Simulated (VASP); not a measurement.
# SiW6 in VASP: further runs

Runs on SiW6. Level: PBE+D3(BJ). Tasks: single point.

Everything below comes from runs of VASP 6.6.1. Logs are shortened: lines on timing, memory, paths and dates and some standing lists are left out, and cuts for length are marked.

**1. The cell of the first run**

The cell holds a slab with vacuum, 7 atoms: a = 4.468 Å, b = 4.468 Å, c = 21.726 Å, α = 90.00°, β = 90.00°, γ = 120.00°.

**2. Single point, PBE+D3(BJ)**

INCAR

```
SYSTEM = SiW6
ALGO = Normal ; DIPOL = 0.5 0.5 0.318
EDIFF = 1E-7 ; ENCUT = 520
GGA = PE ; IDIPOL = 3
ISIF = 2 ; ISMEAR = 0
IVDW = 12 ; LASPH = .TRUE.
LCHARG = .TRUE. ; LDIPOL = .TRUE.
LELF = .TRUE. ; LREAL = .FALSE.
LVACPOTAV = .TRUE. ; LVHAR = .TRUE.
LWAVE = .FALSE. ; NBANDS = 53
NELM = 60 ; PREC = Accurate
SIGMA = 0.1
```

KPOINTS

```
k-points
0
G
  6 6 1
  0 0 0
```

POSCAR

```
SiW6
1.0
    4.4682526324      0.0000000000      0.0000000000
   -2.2341263162      3.8696202902      0.0000000000
    0.0000000000      0.0000000000     21.7259061349
W Si
6 1
Direct
    0.6666666667      0.3333333333      0.1841119986
    0.3333333333      0.6666666667      0.2260931360
    0.0000000000      0.0000000000      0.2680742733
    0.6666666667      0.3333333333      0.3070897866
    0.3333333333      0.6666666667      0.3466976876
    0.0000000000      0.0000000000      0.3832248047
    0.8888888889      0.2222222222      0.5121032037
```

Potentials or basis: VASP PAW PBE potentials, release 64 (W_sv, Si).

Started as:

```
$ cat potpaw_PBE.64/W_sv/POTCAR potpaw_PBE.64/Si/POTCAR > POTCAR
$ mpirun -np 1 vasp_std > vasp.out
```

OUTCAR:

```text
SYSTEM = SiW6
   EDIFF = 1E-7
   ENCUT = 520
   GGA = PE
   ISIF = 2
   ISMEAR = 0
   IVDW = 12
   LASPH = .TRUE.
   LREAL = .FALSE.
   NELM = 60
   PREC = Accurate
 IVDW          = 12

 ion  position               nearest neighbor table
   1  0.667  0.333  0.184-   4 2.67   2 2.74   2 2.74   2 2.74   3 3.16   3 3.16   3 3.16
   2  0.333  0.667  0.226-   5 2.62   3 2.74   3 2.74   3 2.74   1 2.74   1 2.74   1 2.74   4 3.12
                             4 3.12   4 3.12
   3  0.000  0.000  0.268-   6 2.50   4 2.72   4 2.72   4 2.72   2 2.74   2 2.74   2 2.74   5 3.09
                             5 3.09   5 3.09   1 3.16   1 3.16   1 3.16
   4  0.667  0.333  0.307-   1 2.67   3 2.72   3 2.72   3 2.72   5 2.72   5 2.72   5 2.72   6 3.06
                             6 3.06   6 3.06   2 3.12   2 3.12   2 3.12
   5  0.333  0.667  0.347-   2 2.62   6 2.70   6 2.70   6 2.70   4 2.72   4 2.72   4 2.72   3 3.09
                             3 3.09   3 3.09
   6  0.000  0.000  0.383-   3 2.50   5 2.70   5 2.70   5 2.70   4 3.06   4 3.06   4 3.06   7 3.09

   7  0.889  0.222  0.512-   6 3.09

  LATTYP: Found a hexagonal cell.
 ALAT       =     4.4682526324
 C/A-ratio  =     4.8622824004

  Lattice vectors:

 A1 = (   4.4682526324,   0.0000000000,   0.0000000000)
 A2 = (  -2.2341263162,   3.8696202902,   0.0000000000)
 A3 = (   0.0000000000,   0.0000000000,  21.7259061349)

Analysis of symmetry for initial positions (statically):
=====================================================================
 Subroutine PRICEL returns:
 Original cell was already a primitive cell.

 Routine SETGRP: Setting up the symmetry group for a
 hexagonal supercell.

 Subroutine GETGRP returns: Found  1 space group operations
 (whereof  1 operations were pure point group operations)
 out of a pool of 24 trial point group operations.

The static configuration has the point symmetry C_1 .

Analysis of symmetry for dynamics (positions and initial velocities):
=====================================================================
 Subroutine PRICEL returns:
 Original cell was already a primitive cell.

 Routine SETGRP: Setting up the symmetry group for a
 hexagonal supercell.

 Subroutine GETGRP returns: Found  1 space group operations
 (whereof  1 operations were pure point group operations)
 out of a pool of 24 trial point group operations.

The dynamic configuration has the point symmetry C_1 .

 Subroutine INISYM returns: Found  1 space group operations
 (whereof  1 operations are pure point group operations),
 and found     1 'primitive' translations

----------------------------------------------------------------------------------------

                                     Primitive cell

  volume of cell :     375.6505

  direct lattice vectors                    reciprocal lattice vectors
     4.468252632  0.000000000  0.000000000     0.223801133  0.129211644  0.000000000
    -2.234126316  3.869620290  0.000000000     0.000000000  0.258423288  0.000000000
     0.000000000  0.000000000 21.725906135     0.000000000  0.000000000  0.046028000

  length of vectors
     4.468252632  4.468252632 21.725906135     0.258423288  0.258423288  0.046028000

  position of ions in fractional coordinates (direct lattice)
     0.666666667  0.333333333  0.184111999
     0.333333333  0.666666667  0.226093136
     0.000000000  0.000000000  0.268074273
     0.666666667  0.333333333  0.307089787
     0.333333333  0.666666667  0.346697688
     0.000000000  0.000000000  0.383224805
     0.888888889  0.222222222  0.512103204

  ion indices of the primitive-cell ions
   primitive index   ion index
                 1           1
                 2           2
                 3           3
                 4           4
                 5           5
                 6           6
                 7           7

----------------------------------------------------------------------------------------

 KPOINTS: k-points

Automatic generation of k-mesh.
 Grid dimensions read from file:
 generate k-points for:    6    6    1

 Generating k-lattice:

  Cartesian coordinates                     Fractional coordinates (reciprocal lattice)
     0.037300189  0.021535274  0.000000000     0.166666667  0.000000000  0.000000000
     0.000000000  0.043070548  0.000000000     0.000000000  0.166666667  0.000000000
     0.000000000  0.000000000  0.046028000     0.000000000  0.000000000  1.000000000

  Length of vectors
     0.043070548  0.043070548  0.046028000

  Shift w.r.t. Gamma in fractional coordinates (k-lattice)
     0.000000000  0.000000000  0.000000000

 Subroutine IBZKPT returns following result:
 ===========================================

 Found     20 irreducible k-points:

 Following reciprocal coordinates:
            Coordinates               Weight
  0.000000  0.000000  0.000000      1.000000
  0.166667 -0.000000  0.000000      2.000000
  0.000000  0.166667  0.000000      2.000000
 -0.166667  0.166667  0.000000      2.000000
  0.333333 -0.000000  0.000000      2.000000
  0.000000  0.333333  0.000000      2.000000
[... 12 lines left out ...]
  0.500000 -0.166667  0.000000      2.000000
  0.333333  0.333333  0.000000      2.000000
   k-points           NKPTS =     20   k-points in BZ     NKDIM =     20   number of bands    NBANDS=     53
   number of dos      NEDOS =    301   number of ions     NIONS =      7
   total plane-waves  NPLWV = 209952
   dimension x,y,z NGX =    36 NGY =   36 NGZ =  162
   dimension x,y,z NGXF=    72 NGYF=   72 NGZF=  324
   ions per type =               6   1
   NGX,Y,Z   is equivalent  to a cutoff of  13.39, 13.39, 12.40 a.u.
   NGXF,Y,Z  is equivalent  to a cutoff of  26.79, 26.79, 24.79 a.u.
 SYSTEM =  SiW6
   PREC   = accura    normal or accurate (medium, high low for compatibility)
   ISTART =      0    job   : 0-new  1-cont  2-samecut
   ICHARG =      2    charge: 1-file 2-atom 10-const
   ISPIN  =      1    spin polarized calculation?
   LNONCOLLINEAR =      F non collinear calculations
   LSORBIT =      F    spin-orbit coupling
   LASPH  =      T    aspherical Exc in radial PAW
   ENCUT  =  520.0 eV  38.22 Ry    6.18 a.u.   8.31  8.31 40.40*2*pi/ulx,y,z
   NELM   =     60;   NELMIN=  2; NELMDL= -5     # of ELM steps
   EDIFF  = 0.1E-06   stopping-criterion for ELM
   LREAL  =      F    real-space projection
   EDIFFG = 0.1E-05   stopping-criterion for IOM
   NSW    =      0    number of steps for IOM
   IBRION =     -1    ionic relax: 0-MD 1-quasi-New 2-CG
   NFREE  =      0    steps in history (QN), initial steepest desc. (CG)
   ISIF   =      2    stress and relaxation
   ISYM   =      2    0-nonsym 1-usesym 2-fastsym
   POTIM  = 0.5000    time-step for ionic-motion
   TEBEG  =    0.0;   TEEND  =   0.0 temperature during run
   PSTRESS=    0.0 pullay stress
   NELECT =      88.0000    total number of electrons
   NUPDOWN=      -1.0000    fix difference up-down
   EMIN   =  10.00;   EMAX   =-10.00  energy-range for DOS
   EFERMI =   0.00;   METHOD = LEGACY
   ISMEAR =     0;   SIGMA  =   0.10  broadening in eV -4-tet -1-fermi 0-gaus
   EFERMI_NEDOS =   21; number of points for ismear=-14 and -15
   IALGO  =     38    algorithm
   IMIX   =      4    mixing-type and parameters
     AMIX     =   0.40;   BMIX     =  1.00
     AMIX_MAG =   1.60;   BMIX_MAG =  1.00
  volume/ion in A,a.u.               =      53.66       362.14
  Fermi-wavevector in a.u.,A,eV,Ry     =   1.009193  1.907099 13.857143  1.018471
  Thomas-Fermi vector in A             =   2.142107
   LORBIT       =      0    0 simple, 1 ext, 2 COOP (PROOUT), +10 PAW based schemes
   GGA     = PE    functional components
   LHFCALC =     F    Hartree Fock is set to
   AEXX    =    0.0000 exact exchange contribution
   IVDW    =    12    specifies the selected vdW correction
   LEPSILON=     F    determine dielectric tensor
   LRPA    =     F    only Hartree local field effects (RPA)
 non-spin polarized calculation
 Gauss-broadening in eV      SIGMA  =   0.10
  energy-cutoff  :      520.00
  volume of cell :      375.65
 maximum number of plane-waves:     10145
 NGX is ok and might be reduce to    36
   NGX = 17   NGY = 17   NGZ = 81

 dipolmoment           0.000000      0.000000     -0.307646 electrons x Angstroem

 number of electron      88.0000002 magnetization

 dipolmoment           0.000000      0.000000      0.072011 electrons x Angstroem

 Free energy of the ion-electron system (eV)
  ---------------------------------------------------
  ext. energy  EPLUGINS =         0.00000000
  ---------------------------------------------------
  free energy    TOTEN  =       -72.70500307 eV

  energy without entropy =      -72.66879897  energy(sigma->0) =      -72.68690102

 E-fermi :   0.3282     XC(G=0):  -5.3422

 val. band max:        0.2771623404   @ k =  -0.1667   0.3333   0.0000
 cond. band min:       0.3372643693   @ k =   0.1667   0.3333   0.0000
 fundamental gap:      0.0601020289
 Fermi energy:         0.3282283844

 k-point     1 :       0.0000    0.0000    0.0000
  band No.  band energies     occupation
      1     -73.7116      2.00000
      2     -73.5936      2.00000
      3     -73.5679      2.00000
      4     -73.4843      2.00000
      5     -73.3971      2.00000
      6     -73.3347      2.00000
[... 45 lines left out ...]
     52       2.6365      0.00000
     53       2.7900      0.00000

 k-point     2 :       0.1667   -0.0000    0.0000
  band No.  band energies     occupation
      1     -73.7029      2.00000
      2     -73.5986      2.00000
      3     -73.5661      2.00000
      4     -73.4802      2.00000
      5     -73.4031      2.00000
      6     -73.3386      2.00000
[... 45 lines left out ...]
     52       2.4709      0.00000
     53       2.6142      0.00000
[... 950 lines left out ...]
     52       2.2026      0.00000
     53       2.3427      0.00000

 k-point    20 :       0.3333    0.3333    0.0000
  band No.  band energies     occupation
      1     -73.6578      2.00000
      2     -73.6293      2.00000
      3     -73.5595      2.00000
      4     -73.4499      2.00000
      5     -73.4407      2.00000
      6     -73.3533      2.00000
[... 45 lines left out ...]
     52       1.7805      0.00000
     53       2.0519      0.00000

------------------------ aborting loop because EDIFF is reached ----------------------------------------

 Edisp (eV)   -2.82767

 E8    (eV) :    -1.4839

  FORCE on cell =-STRESS in cart. coord.  units (eV):
  Direction    XX          YY          ZZ          XY          YZ          ZX
  --------------------------------------------------------------------------------------
  -------------------------------------------------------------------------------------
  Total      -8.06826    -8.26713    -7.70762    -0.01923    -0.36775     0.77952
  in kB     -34.41174   -35.25994   -32.87358    -0.08201    -1.56847     3.32473
  external pressure =      -34.18 kB  Pullay stress =        0.00 kB

 VOLUME and BASIS-vectors are now :
 -----------------------------------------------------------------------------
  energy-cutoff  :      520.00
  volume of cell :      375.65
      direct lattice vectors                 reciprocal lattice vectors
     4.468252632  0.000000000  0.000000000     0.223801133  0.129211644  0.000000000
    -2.234126316  3.869620290  0.000000000     0.000000000  0.258423288  0.000000000
     0.000000000  0.000000000 21.725906135     0.000000000  0.000000000  0.046028000

 POSITION                                       TOTAL-FORCE (eV/Angst)
 -----------------------------------------------------------------------------------
      2.23413      1.28987      4.00000         0.001896      0.041522      2.068164
     -0.00000      2.57975      4.91208         0.081121     -0.053460     -0.630128
      0.00000      0.00000      5.82416        -0.164499      0.114134     -2.037033
      2.23413      1.28987      6.67180        -0.014422     -0.081793     -0.049969
     -0.00000      2.57975      7.53232         0.102690     -0.171954      0.657368
      0.00000      0.00000      8.32591        -0.260637      0.279068      1.946330
      3.47531      0.85992     11.12591         0.253850     -0.127517     -1.954732
 -----------------------------------------------------------------------------------
    total drift:                               -0.000011     -0.000053     -0.000009

  FREE ENERGIE OF THE ION-ELECTRON SYSTEM (eV)
  ---------------------------------------------------
  free  energy   TOTEN  =       -75.5326721462 eV

  energy  without entropy=      -75.4964680503  energy(sigma->0) =      -75.51457010

 vacuum level on the upper side and lower side of the slab         4.949         4.196
```

Run time: 22 min. Hardware: 1 thread of Intel Xeon Platinum 8488C (Sapphire Rapids), shared host; peak memory 0.67 GiB.

What came out:

```
Free energy                : -75.5327 eV
Largest force              : 2.069 eV/Å
Band gap on the k mesh     : zero (band 44 reaches 0.42 eV, above the bottom of band 45 at 0.21 eV)
Dispersion energy per atom : -0.404 eV
```

Forces in eV/Å, atoms in the order of the input:
```
W    0.002  0.042  2.068
W    0.081 -0.053 -0.630
W   -0.164  0.114 -2.037
W   -0.014 -0.082 -0.050
W    0.103 -0.172  0.657
W   -0.261  0.279  1.946
Si   0.254 -0.128 -1.955
```

Levels at points of the mesh, in eV from the Fermi level:
| k point | band 40 | band 41 | band 42 | band 43 | band 44 | band 45 | band 46 | band 47 | band 48 | band 49 |
| --- | --- | --- | --- | --- | --- | --- | --- | --- | --- | --- |
| (0.00, 0.00, 0.00) | -1.24 | -1.12 | -1.09 | -1.04 | -0.46 | 0.75 | 1.28 | 1.51 | 1.60 | 1.61 |
| (0.50, 0.00, 0.00) | -1.35 | -1.04 | -0.73 | -0.19 | 0.03 | 0.22 | 0.30 | 0.62 | 1.06 | 1.14 |
| (0.00, 0.50, 0.00) | -1.35 | -1.13 | -0.75 | -0.19 | -0.07 | 0.18 | 0.29 | 0.77 | 1.03 | 1.22 |
| (0.50, 0.50, 0.00) | -1.36 | -1.03 | -0.78 | -0.34 | 0.09 | 0.15 | 0.25 | 0.77 | 0.82 | 1.33 |

Caveat: spin-orbit coupling is left out, which moves the levels of the heavy elements.

(Part 1 of 2 ends here.)
